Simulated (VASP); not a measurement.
Write the native input for VASP 6.6.1 that does the following.

```yaml
Task: single point
Functional: PBE
Potentials_or_basis: VASP PAW PBE potentials, release 64 (Al, H)
Cutoff: 520 eV
k_mesh: 2 × 2 × 2
Occupations: fermi-dirac, width 0.05 eV
Spin: no spin polarisation
Dipole_correction: no
Further_INCAR_settings: LREAL = Auto; ALGO = Normal; EDIFF = 1e-06; NBANDS = 70
```

The structure of Al32H (a cell with a defect) lies in POSCAR:

```
Al32H
1.0
    8.0997000000      0.0000000000      0.0000000000
    0.0000000000      8.0997000000      0.0000000000
    0.0000000000      0.0000000000      8.0997000000
Al H
32 1
Direct
    0.4797832018     -0.0103337161      0.0075681815
    0.7279775794      0.2357618183      0.0158771313
    0.7408175611     -0.0042717632      0.2575897873
   -0.0277047298      0.0108399077     -0.0067656827
    0.2721458819      0.2292060200     -0.0061854143
    0.5009074410      0.4698692544      0.0008518834
    0.7520401990      0.7584478437      0.0116300604
    0.2528982555      0.0019383434      0.2480215317
    0.5089818141      0.2291813277      0.2614047434
    0.7791399681      0.5109201575      0.2472931096
    0.4955739101      0.0228526982      0.4979567144
    0.7497067793      0.2598244379      0.4863266541
    0.7445460943      0.0168771683      0.7326567651
    0.0427052854      0.4963023322      0.0226921985
    0.2533056780      0.7410891761     -0.0019630357
    0.0115930220      0.2504784128      0.2484289542
    0.2564292505      0.4954998333      0.2563551736
    0.5198217218      0.7333604948      0.2483301851
    0.0118893292     -0.0014568441      0.5161672655
    0.2267614850      0.2282059829      0.4970184081
    0.4802893934      0.4899811104      0.5000679037
    0.7332246873      0.7548674642      0.5025865155
    0.2618245120      0.0107287924      0.7473116288
    0.4978455992      0.2519599491      0.7330888798
    0.7106189118      0.5143153450      0.7398051780
   -0.0030001111      0.7890415694      0.2496018371
   -0.0195933183      0.4881291900      0.4998209810
    0.2523797178      0.7567317308      0.4888823043
    0.0169265528      0.2314530168      0.7594725731
    0.2649110461      0.5040680519      0.7400397546
    0.5105003889      0.7899057990      0.7423731743
   -0.0042100325      0.7430028273      0.7578922676
   -0.0351124116      0.5388471178      0.6986678519
```

One way to write it, as run:

INCAR

```
SYSTEM = Al32H
  PREC = Accurate
  ENCUT = 520
  EDIFF = 1E-6
  ISMEAR = -1
  SIGMA = 0.05
  LREAL = Auto
  LASPH = .True.
  NELM = 80
  ALGO = Normal
  ISIF = 2
  LWAVE = .False.
  LCHARG = .True.
  GGA = PE
  LELF = .True.
  LVHAR = .True.
  NBANDS = 70
```

KPOINTS

```
Automatic mesh
0
Gamma
  2 2 2
  0 0 0
```

Potentials or basis: VASP PAW PBE potentials, release 64 (Al, H).

Command:

```console
$ cat potpaw_PBE.64/Al/POTCAR potpaw_PBE.64/H/POTCAR > POTCAR
$ mpirun -np 1 vasp_std > vasp.out
```

It gave:

| Item | Value |
| --- | --- |
| Pressure | 3.1 GPa |
| Largest force | 1.441 eV/Å |

Caveat: the k points lie up to 0.39 Å⁻¹ apart.

Wall time 6.4 min on 1 thread of Intel Xeon 6975P-C (shared host), peak memory 0.56 GiB.
